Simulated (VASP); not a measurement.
AlGa7N8:

```
Ga Al N
1.0
     8.96735    0.00000    0.00000
     0.00000    8.96735    0.00000
     0.00000    0.00000    8.96735
Ga Al N
28 4 32
Direct
  0.99968 0.00380 0.99865
  0.00262 0.00065 0.49839
  0.00014 0.49864 0.00185
  0.50032 0.99948 0.00249
  0.50145 0.00271 0.49993
  0.49916 0.49833 0.99899
  0.49797 0.50286 0.50222
  0.25196 0.24917 0.99761
  0.24885 0.24932 0.49694
  0.25048 0.75604 0.99737
  0.25285 0.75061 0.50248
  0.74798 0.24962 0.00020
  0.74786 0.25026 0.49601
  0.74816 0.74669 0.99814
  0.75246 0.75253 0.49951
  0.24720 0.99802 0.75162
  0.24907 0.50218 0.25056
  0.24927 0.49898 0.75233
  0.74915 0.99813 0.74760
  0.75140 0.50019 0.25197
  0.74754 0.50114 0.74688
  0.00047 0.25180 0.24570
  0.00481 0.25100 0.75016
  0.99877 0.74985 0.75047
  0.50298 0.24818 0.25286
  0.49909 0.24691 0.75106
  0.50024 0.74965 0.25188
  0.50214 0.75013 0.75279
  0.00009 0.50331 0.49995
  0.24665 0.00020 0.24740
  0.74870 0.00091 0.25030
  0.00124 0.75076 0.25058
  0.12393 0.12340 0.12557
  0.12730 0.12317 0.62472
  0.12479 0.62353 0.12781
  0.12178 0.62688 0.62301
  0.62699 0.12562 0.12228
  0.62383 0.12157 0.62037
  0.62187 0.62421 0.12531
  0.62390 0.62368 0.62627
  0.37473 0.37730 0.12463
  0.37507 0.37322 0.62348
  0.37686 0.87848 0.12527
  0.37137 0.87584 0.62846
  0.87812 0.37417 0.12582
  0.87523 0.37609 0.62585
  0.87712 0.87726 0.12125
  0.87762 0.87515 0.62351
  0.37585 0.12546 0.37722
  0.37429 0.12262 0.87143
  0.37600 0.62378 0.37761
  0.37591 0.62846 0.87298
  0.87472 0.12631 0.37800
  0.87735 0.12377 0.87500
  0.87465 0.62340 0.37151
  0.87220 0.62171 0.87518
  0.12567 0.37693 0.37622
  0.12589 0.38062 0.87660
  0.12512 0.87692 0.37733
  0.12859 0.87559 0.87627
  0.62601 0.37670 0.37608
  0.62640 0.37891 0.87745
  0.62337 0.87276 0.37163
  0.62513 0.87435 0.87507
```

- Program: VASP 6.6.1
- Task: relaxation of volume and atoms at fixed shape
- Functional: PBEsol
- Potentials or basis: VASP PAW PBE potentials, release 64 (Ga_d, Al, N)
- Cutoff: 700 eV
- k mesh: 1 × 1 × 1, shifted
- Occupations: fermi-dirac, width 0.05 eV
- Spin: no spin polarisation

At the start: pressure 0.0 GPa; volume 11.27 Å³/atom.

**Question.** How do energy, volume and symmetry change on relaxing?

**Answer.** Over 12 steps the energy falls by 15.5 meV/atom and the volume is 11.24 Å³/atom (-0.2 %); space group P1 (No. 1, to 0.1 Å) before and after.

The path:
| step | energy change (eV) | largest force (eV/Å) | pressure (GPa) | volume (Å³) |
| --- | --- | --- | --- | --- |
| 1 | 0.0000 | 1.5130 | 0.02 | 721.09 |
| 2 | -0.8306 | 0.7835 | -0.41 | 721.21 |
| 3 | -0.8705 | 0.5764 | -0.42 | 721.19 |
| 4 | -0.9601 | 0.2259 | 0.35 | 718.20 |
| 5 | -0.9601 | 0.2264 | 0.35 | 718.18 |
| 6 | -0.9839 | 0.0922 | -0.11 | 719.90 |
| 7 | -0.9839 | 0.0945 | -0.12 | 719.93 |
| 8 | -0.9896 | 0.0497 | 0.02 | 719.40 |
| 9 | -0.9898 | 0.0517 | 0.06 | 719.27 |
| 10 | -0.9919 | 0.0328 | -0.01 | 719.51 |
| 11 | -0.9921 | 0.0328 | -0.04 | 719.61 |
| 12 | -0.9928 | 0.0226 | 0.02 | 719.39 |

Final structure:
```
CELL_PARAMETERS angstrom
8.96028 0.00000 0.00000
0.00000 8.96028 0.00000
0.00000 0.00000 8.96028
ATOMIC_POSITIONS crystal
Ga 0.99999 0.99980 0.00220
Ga 0.00030 0.99964 0.49743
Ga 0.00048 0.50109 0.00109
Ga 0.50039 0.00025 0.00169
Ga 0.50001 0.00007 0.49804
Ga 0.49998 0.50034 0.00027
Ga 0.50025 0.50053 0.49969
Ga 0.24981 0.24950 0.00108
Ga 0.24947 0.25022 0.49873
Ga 0.24945 0.75114 0.00168
Ga 0.24815 0.75059 0.49843
Ga 0.75039 0.24977 0.00084
Ga 0.75121 0.25000 0.49896
Ga 0.75112 0.75107 0.00185
Ga 0.75175 0.75046 0.49801
Ga 0.24967 0.00013 0.74983
Ga 0.24862 0.50101 0.25073
Ga 0.24925 0.50071 0.74922
Ga 0.75063 0.00021 0.74973
Ga 0.75159 0.50110 0.25083
Ga 0.75091 0.50027 0.74923
Ga 0.00026 0.24951 0.25068
Ga 0.00016 0.25106 0.74905
Ga 0.00008 0.74962 0.74921
Ga 0.50022 0.24900 0.25015
Ga 0.50003 0.24981 0.74962
Ga 0.50004 0.75153 0.25021
Ga 0.50028 0.75067 0.74982
Al 0.99977 0.50092 0.49858
Al 0.24911 0.99946 0.24999
Al 0.75084 0.99947 0.24969
Al 0.99992 0.75103 0.25053
N 0.12782 0.12271 0.12848
N 0.12457 0.12476 0.62397
N 0.12200 0.62880 0.12824
N 0.12189 0.62259 0.62134
N 0.62869 0.12231 0.12820
N 0.62523 0.12511 0.62404
N 0.62508 0.62538 0.12568
N 0.62583 0.62602 0.62405
N 0.37465 0.37543 0.12584
N 0.37487 0.37499 0.62442
N 0.37239 0.87837 0.12826
N 0.37454 0.87498 0.62393
N 0.87559 0.37508 0.12532
N 0.87810 0.37832 0.62110
N 0.87550 0.87523 0.13153
N 0.87572 0.87547 0.62431
N 0.37131 0.12218 0.37157
N 0.37526 0.12479 0.87543
N 0.37525 0.62571 0.37492
N 0.37430 0.62590 0.87531
N 0.87220 0.12213 0.37159
N 0.87588 0.12524 0.87516
N 0.88165 0.62589 0.37459
N 0.87500 0.62554 0.87554
N 0.12181 0.37787 0.37756
N 0.12511 0.37533 0.87574
N 0.12498 0.87532 0.36865
N 0.12434 0.87502 0.87503
N 0.62529 0.37533 0.37468
N 0.62541 0.37492 0.87483
N 0.62850 0.87788 0.37191
N 0.62552 0.87531 0.87572
```

Caveat: the PAW data sets were made with another functional, which shifts forces and pressure a little.
